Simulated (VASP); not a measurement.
# TePb (P3m1) in VASP: a series of runs

Runs on TePb. Level: PBE. Tasks: single point.

All numbers are computed with VASP 6.6.1; they aren't measurements. Logs are shortened: lines on timing, memory, paths and dates and some standing lists are left out, and cuts for length are marked.

### 1 The cell of the first run

Symmetry: P3m1, No. 156, trigonal system. The conventional cell has a = 4.456 Å, b = 4.456 Å, c = 4.189 Å, α = 90.00°, β = 90.00°, γ = 120.00°. Pb (site symmetry 3m) has 6 Te at 3.27 to 3.37 Å and 2 Pb at 4.19 Å within 4.3 Å. Within 4.3 Å of Te (site symmetry 3m) lie 6 Pb at 3.27 to 3.37 Å and 2 Te at 4.19 Å.

### 2 Single point, PBE (atom 1 (Pb) moved 0.08 Å along z)

File INCAR:

```
SYSTEM = TePb
PREC = Accurate
ENCUT = 520
EDIFF = 1E-6
ISMEAR = 0
SIGMA = 0.05
LREAL = .FALSE.
LASPH = .TRUE.
NELM = 100
ALGO = Normal
ISIF = 2
LWAVE = .FALSE.
LCHARG = .FALSE.
GGA = PE
NBANDS = 17
```

File KPOINTS:

```
regular mesh
0
G
  10 10 8
  0 0 0
```

File POSCAR:

```
TePb
1.0
    4.4559662328      0.0000000000      0.0000000000
   -2.2279831164      3.8589799560      0.0000000000
    0.0000000000      0.0000000000      4.1892026525
Pb Te
1 1
Direct
    0.0000000000      0.0000000000      0.0190967128
    0.6666666667      0.3333333333      0.5000000000
```

Potentials or basis: VASP PAW PBE potentials, release 64 (Pb_d, Te).

Started as:

```sh
$ cat potpaw_PBE.64/Pb_d/POTCAR potpaw_PBE.64/Te/POTCAR > POTCAR
$ mpirun -np 1 vasp_std > vasp.out
```

OUTCAR:

```text
SYSTEM = TePb
   PREC = Accurate
   ENCUT = 520
   EDIFF = 1E-6
   ISMEAR = 0
   LREAL = .FALSE.
   LASPH = .TRUE.
   NELM = 100
   ISIF = 2
   GGA = PE

 ion  position               nearest neighbor table
   1  0.000  0.000  0.019-   2 3.27   2 3.27   2 3.27   2 3.37   2 3.37   2 3.37
   2  0.667  0.333  0.500-   1 3.27   1 3.27   1 3.27   1 3.37   1 3.37   1 3.37

  LATTYP: Found a hexagonal cell.
 ALAT       =     4.4559662328
 C/A-ratio  =     0.9401333928

  Lattice vectors:

 A1 = (   4.4559662328,   0.0000000000,   0.0000000000)
 A2 = (  -2.2279831164,   3.8589799560,   0.0000000000)
 A3 = (   0.0000000000,   0.0000000000,   4.1892026525)

Analysis of symmetry for initial positions (statically):
=====================================================================
 Subroutine PRICEL returns:
 Original cell was already a primitive cell.

 Routine SETGRP: Setting up the symmetry group for a
 hexagonal supercell.

 Subroutine GETGRP returns: Found  6 space group operations
 (whereof  6 operations were pure point group operations)
 out of a pool of 24 trial point group operations.

The static configuration has the point symmetry C_3v.

Analysis of symmetry for dynamics (positions and initial velocities):
=====================================================================
 Subroutine PRICEL returns:
 Original cell was already a primitive cell.

 Routine SETGRP: Setting up the symmetry group for a
 hexagonal supercell.

 Subroutine GETGRP returns: Found  6 space group operations
 (whereof  6 operations were pure point group operations)
 out of a pool of 24 trial point group operations.

The dynamic configuration has the point symmetry C_3v.

 Subroutine INISYM returns: Found  6 space group operations
 (whereof  6 operations are pure point group operations),
 and found     1 'primitive' translations

----------------------------------------------------------------------------------------

                                     Primitive cell

  volume of cell :      72.0354

  direct lattice vectors                    reciprocal lattice vectors
     4.455966233  0.000000000  0.000000000     0.224418218  0.129567918  0.000000000
    -2.227983116  3.858979956  0.000000000     0.000000000  0.259135837  0.000000000
     0.000000000  0.000000000  4.189202652     0.000000000  0.000000000  0.238708910

  length of vectors
     4.455966233  4.455966233  4.189202652     0.259135837  0.259135837  0.238708910

  position of ions in fractional coordinates (direct lattice)
     0.000000000  0.000000000  0.019096713
     0.666666667  0.333333333  0.500000000

  ion indices of the primitive-cell ions
   primitive index   ion index
                 1           1
                 2           2

----------------------------------------------------------------------------------------

 KPOINTS: regular mesh

Automatic generation of k-mesh.
 Grid dimensions read from file:
 generate k-points for:   10   10    8

 Generating k-lattice:

  Cartesian coordinates                     Fractional coordinates (reciprocal lattice)
     0.022441822  0.012956792  0.000000000     0.100000000  0.000000000  0.000000000
     0.000000000  0.025913584  0.000000000     0.000000000  0.100000000  0.000000000
     0.000000000  0.000000000  0.029838614     0.000000000  0.000000000  0.125000000

  Length of vectors
     0.025913584  0.025913584  0.029838614

  Shift w.r.t. Gamma in fractional coordinates (k-lattice)
     0.000000000  0.000000000  0.000000000

 Subroutine IBZKPT returns following result:
 ===========================================

 Found     94 irreducible k-points:

 Following reciprocal coordinates:
            Coordinates               Weight
  0.000000  0.000000  0.000000      1.000000
  0.100000  0.000000  0.000000      6.000000
  0.200000  0.000000  0.000000      6.000000
  0.300000 -0.000000  0.000000      6.000000
  0.400000  0.000000  0.000000      6.000000
  0.500000 -0.000000  0.000000      3.000000
[... 16 lines left out ...]
  0.000000  0.400000  0.125000      6.000000
  0.500000 -0.000000  0.125000      6.000000
 [... further k-points ...]
   k-points           NKPTS =     94   k-points in BZ     NKDIM =     94   number of bands    NBANDS=     17
   number of dos      NEDOS =    301   number of ions     NIONS =      2
   total plane-waves  NPLWV =  41472
   dimension x,y,z NGX =    36 NGY =   36 NGZ =   32
   dimension x,y,z NGXF=    72 NGYF=   72 NGZF=   64
   ions per type =               1   1
   NGX,Y,Z   is equivalent  to a cutoff of  13.43, 13.43, 12.70 a.u.
   NGXF,Y,Z  is equivalent  to a cutoff of  26.86, 26.86, 25.40 a.u.
 SYSTEM =  TePb
   PREC   = accura    normal or accurate (medium, high low for compatibility)
   ISTART =      0    job   : 0-new  1-cont  2-samecut
   ICHARG =      2    charge: 1-file 2-atom 10-const
   ISPIN  =      1    spin polarized calculation?
   LNONCOLLINEAR =      F non collinear calculations
   LSORBIT =      F    spin-orbit coupling
   LASPH  =      T    aspherical Exc in radial PAW
   ENCUT  =  520.0 eV  38.22 Ry    6.18 a.u.   8.29  8.29  7.79*2*pi/ulx,y,z
   NELM   =    100;   NELMIN=  2; NELMDL= -5     # of ELM steps
   EDIFF  = 0.1E-05   stopping-criterion for ELM
   LREAL  =      F    real-space projection
   EDIFFG = 0.1E-04   stopping-criterion for IOM
   NSW    =      0    number of steps for IOM
   IBRION =     -1    ionic relax: 0-MD 1-quasi-New 2-CG
   NFREE  =      0    steps in history (QN), initial steepest desc. (CG)
   ISIF   =      2    stress and relaxation
   ISYM   =      2    0-nonsym 1-usesym 2-fastsym
   POTIM  = 0.5000    time-step for ionic-motion
   TEBEG  =    0.0;   TEEND  =   0.0 temperature during run
   PSTRESS=    0.0 pullay stress
   NELECT =      20.0000    total number of electrons
   NUPDOWN=      -1.0000    fix difference up-down
   EMIN   =  10.00;   EMAX   =-10.00  energy-range for DOS
   EFERMI =   0.00;   METHOD = LEGACY
   ISMEAR =     0;   SIGMA  =   0.05  broadening in eV -4-tet -1-fermi 0-gaus
   EFERMI_NEDOS =   21; number of points for ismear=-14 and -15
   IALGO  =     38    algorithm
   IMIX   =      4    mixing-type and parameters
     AMIX     =   0.40;   BMIX     =  1.00
     AMIX_MAG =   1.60;   BMIX_MAG =  1.00
  volume/ion in A,a.u.               =      36.02       243.06
  Fermi-wavevector in a.u.,A,eV,Ry     =   1.067996  2.018220 15.519011  1.140615
  Thomas-Fermi vector in A             =   2.203630
   LORBIT       =      0    0 simple, 1 ext, 2 COOP (PROOUT), +10 PAW based schemes
   GGA     = PE    functional components
   LHFCALC =     F    Hartree Fock is set to
   AEXX    =    0.0000 exact exchange contribution
   IVDW    =     0    specifies the selected vdW correction
   LEPSILON=     F    determine dielectric tensor
   LRPA    =     F    only Hartree local field effects (RPA)
 non-spin polarized calculation
 Gauss-broadening in eV      SIGMA  =   0.05
  energy-cutoff  :      520.00
  volume of cell :       72.04
 maximum number of plane-waves:      1963
 NGX is ok and might be reduce to    36
   NGX = 17   NGY = 17   NGZ = 15

 number of electron      19.9999998 magnetization

 Free energy of the ion-electron system (eV)
  ---------------------------------------------------
  ext. energy  EPLUGINS =         0.00000000
  ---------------------------------------------------
  free energy    TOTEN  =        -7.29189287 eV

  energy without entropy =       -7.29121244  energy(sigma->0) =       -7.29155265

 E-fermi :   4.9921     XC(G=0):  -8.9894

 val. band max:        4.9796404742   @ k =   0.4000   0.2000   0.5000
 cond. band min:       5.0105996225   @ k =   0.0000   0.0000   0.5000
 fundamental gap:      0.0309591483
 Fermi energy:         4.9920788692

 k-point     1 :       0.0000    0.0000    0.0000
  band No.  band energies     occupation
      1     -11.8506      2.00000
      2     -11.8506      2.00000
      3     -11.8309      2.00000
      4     -11.7973      2.00000
      5     -11.7973      2.00000
      6      -6.6888      2.00000
[... 9 lines left out ...]
     16      14.3325      0.00000
     17      14.3325      0.00000

 k-point     2 :       0.1000    0.0000    0.0000
  band No.  band energies     occupation
      1     -11.8514      2.00000
      2     -11.8480      2.00000
      3     -11.8297      2.00000
      4     -11.7987      2.00000
      5     -11.7975      2.00000
      6      -6.6140      2.00000
[... 9 lines left out ...]
     16      13.6830      0.00000
     17      14.1864      0.00000

 k-point     3 :       0.2000    0.0000    0.0000
  band No.  band energies     occupation
      1     -11.8537      2.00000
      2     -11.8413      2.00000
      3     -11.8261      2.00000
      4     -11.8022      2.00000
      5     -11.7982      2.00000
      6      -6.3974      2.00000
[... 9 lines left out ...]
     16      13.4972      0.00000
     17      13.9940      0.00000

 k-point     4 :       0.3000   -0.0000    0.0000
  band No.  band energies     occupation
      1     -11.8569      2.00000
      2     -11.8329      2.00000
      3     -11.8215      2.00000
      4     -11.8066      2.00000
      5     -11.7989      2.00000
      6      -6.0704      2.00000
[... 9 lines left out ...]
     16      14.1074      0.00000
     17      14.7641      0.00000
[... 343 lines left out ...]
      1     -11.8588      2.00000
      2     -11.8259      2.00000
      3     -11.8154      2.00000
      4     -11.8102      2.00000
      5     -11.8024      2.00000
      6      -5.6300      2.00000
[... 9 lines left out ...]
     16      13.7676      0.00000
     17      14.1866      0.00000

 k-point    23 :       0.0000    0.4000    0.1250
  band No.  band energies     occupation
      1     -11.8589      2.00000
      2     -11.8258      2.00000
      3     -11.8150      2.00000
      4     -11.8105      2.00000
      5     -11.8024      2.00000
      6      -5.6301      2.00000
[... 9 lines left out ...]
     16      13.8113      0.00000
     17      14.1564      0.00000

 k-point    24 :       0.5000   -0.0000    0.1250
  band No.  band energies     occupation
      1     -11.8599      2.00000
      2     -11.8233      2.00000
      3     -11.8167      2.00000
      4     -11.8090      2.00000
      5     -11.8027      2.00000
      6      -5.4638      2.00000
[... 9 lines left out ...]
     16      14.7850      0.00000
     17      15.0059      0.00000

 [... further k-points ...]

------------------------ aborting loop because EDIFF is reached ----------------------------------------

  FORCE on cell =-STRESS in cart. coord.  units (eV):
  Direction    XX          YY          ZZ          XY          YZ          ZX
  --------------------------------------------------------------------------------------
  -------------------------------------------------------------------------------------
  Total        0.0089544      0.0089544      0.0407834      0.0000000      0.0000000      0.0000000
  in kB        0.1991606      0.1991606      0.9070854      0.0000000      0.0000000      0.0000000
  external PRESSURE =       0.4351355 kB  Pullay stress =       0.0000000 kB

 VOLUME and BASIS-vectors are now :
 -----------------------------------------------------------------------------
  energy-cutoff  :      520.00
  volume of cell :       72.04
      direct lattice vectors                 reciprocal lattice vectors
     4.455966233  0.000000000  0.000000000     0.224418218  0.129567918  0.000000000
    -2.227983116  3.858979956  0.000000000     0.000000000  0.259135837  0.000000000
     0.000000000  0.000000000  4.189202652     0.000000000  0.000000000  0.238708910

 POSITION                                       TOTAL-FORCE (eV/Angst)
 -----------------------------------------------------------------------------------
      0.00000      0.00000      0.08000         0.000000      0.000000      0.069728
      2.22798      1.28633      2.09460        -0.000000      0.000000     -0.069728
 -----------------------------------------------------------------------------------
    total drift:                               -0.000000      0.000000      0.000284

  FREE ENERGIE OF THE ION-ELECTRON SYSTEM (eV)
  ---------------------------------------------------
  free  energy   TOTEN  =        -7.2918928658 eV

  energy  without entropy=       -7.2912124434  energy(sigma->0) =       -7.29155265
```

Run time: 56 s. Hardware: 1 thread of AMD EPYC 9R45 (Zen 5), shared host; peak memory 0.24 GiB.

What came out:

```
Free energy            : -7.2919 eV
Pressure               : 0.0 GPa
Largest force          : 0.070 eV/Å
Band gap on the k mesh : zero (band 10 reaches 5.13 eV, above the bottom of band 11 at 4.68 eV)
```

Forces on the atoms (eV/Å):
```
Pb   0.000  0.000  0.070
Te   0.000  0.000 -0.070
```

Levels at points of the mesh, in eV from the Fermi level:
| k point | band 7 | band 8 | band 9 | band 10 | band 11 | band 12 | band 13 | band 14 |
| --- | --- | --- | --- | --- | --- | --- | --- | --- |
| (0.00, 0.00, 0.00) | -6.17 | -1.70 | -1.02 | -1.02 | 2.73 | 2.73 | 4.25 | 5.71 |
| (0.50, 0.00, 0.00) | -8.18 | -2.14 | -1.64 | -0.46 | 2.00 | 2.67 | 4.55 | 4.74 |
| (0.00, 0.00, 0.50) | -8.67 | -0.20 | -0.20 | 0.02 | 1.16 | 2.54 | 2.54 | 7.01 |
| (0.50, 0.00, 0.50) | -7.68 | -3.65 | -3.48 | -0.73 | 1.39 | 2.49 | 2.73 | 8.56 |

Caveat: the cell differs from its parent crystal (atom 1 (Pb) moved 0.08 Å along z); spin-orbit coupling is left out, which moves the levels of the heavy elements.

### 3 Single point, PBE (atom 1 (Pb) moved 0.12 Å along z)

File INCAR:

```
SYSTEM = TePb
ALGO = Normal ; EDIFF = 1E-6
ENCUT = 520 ; GGA = PE
ISIF = 2 ; ISMEAR = 0
LASPH = .TRUE. ; LCHARG = .TRUE.
LELF = .TRUE. ; LREAL = .FALSE.
LVHAR = .TRUE. ; LWAVE = .FALSE.
NBANDS = 17 ; NELM = 60
PREC = Accurate ; SIGMA = 0.05
```

File KPOINTS:

```
k-points
0
G
  10 10 8
  0 0 0
```

POSCAR: that of step 2 with these lines changed.

```diff
@@ -8,3 +8,3 @@
 Direct
-    0.0000000000      0.0000000000      0.0190967128
+    0.0000000000      0.0000000000      0.0286450692
     0.6666666667      0.3333333333      0.5000000000
```

Potentials or basis: VASP PAW PBE potentials, release 64 (Pb_d, Te).

Started as:

```sh
$ cat potpaw_PBE.64/Pb_d/POTCAR potpaw_PBE.64/Te/POTCAR > POTCAR
$ mpirun -np 1 vasp_std > vasp.out
```

It took 54 s on 1 thread of AMD EPYC 9R45 (Zen 5), shared host; peak memory 0.24 GiB.

The run converged. Its results:

```yaml
Free_energy: -7.2952 eV
Pressure: 0.2 GPa
Largest_force: 0.096 eV/Å
Band_gap_on_the_k_mesh: zero (band 10 reaches 5.12 eV, above the bottom of band 11 at 4.72 eV)
```

Forces in eV/Å, atoms in the order of the input:
```
Pb   0.000  0.000  0.096
Te   0.000  0.000 -0.096
```

Stress tensor (GPa, compression positive):
```
0.11 0.00 0.00
0.00 0.11 0.00
0.00 0.00 0.30
```

Levels at points of the mesh, in eV from the Fermi level:
| k point | band 8 | band 9 | band 10 | band 11 | band 12 | band 13 |
| --- | --- | --- | --- | --- | --- | --- |
| (0.00, 0.00, 0.00) | -1.69 | -1.04 | -1.04 | 2.72 | 2.72 | 4.16 |
| (0.50, 0.00, 0.00) | -2.16 | -1.66 | -0.47 | 2.01 | 2.66 | 4.55 |
| (0.00, 0.00, 0.50) | -0.23 | -0.23 | 0.00 | 1.15 | 2.54 | 2.54 |
| (0.50, 0.00, 0.50) | -3.69 | -3.44 | -0.76 | 1.42 | 2.42 | 2.78 |

Caveat: the cell differs from its parent crystal (atom 1 (Pb) moved 0.12 Å along z); spin-orbit coupling is left out, which moves the levels of the heavy elements.
